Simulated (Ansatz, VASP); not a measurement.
Two plane-wave programs on AgRh

```
Ag Rh
1.0
     2.73976    0.00000    0.00000
    -1.36988    2.37270    0.00000
     0.00000    0.00000    4.73666
Ag Rh
1 1
Direct
  0.00000 0.00000 0.50000
  0.66667 0.33333 0.00000
```

Alike in both runs: functional r2SCAN; k mesh 12 × 12 × 6; no spin polarisation.

Ansatz relaxed the structure, and its values are those at the end. VASP's run is a single point on that final structure, the one shown.

|  | VASP | Ansatz |
| --- | --- | --- |
| version | VASP 6.6.1 | Ansatz 0.2.0 |
| potentials or method | VASP PAW PBE potentials, release 64 (Ag, Rh_pv) | plane waves, PAW |
| plane-wave cutoff (eV) | 520 | 500 |
| occupations | methfessel-paxton of order 1, width 0.15 eV | cold, width 0.15 eV |
| valence electrons in the cell | 26 | 36 |

```tsv
	VASP	Ansatz	Ansatz less VASP
pressure (GPa)	0.6	0.0	-0.63
```

VASP's potentials were made for PBE, not for r2SCAN. VASP's potentials hold 26 valence electrons a cell and Ansatz's 36, so a difference there can come from the potentials and not from the codes. Ansatz's warnings: stress scf threshold loose.
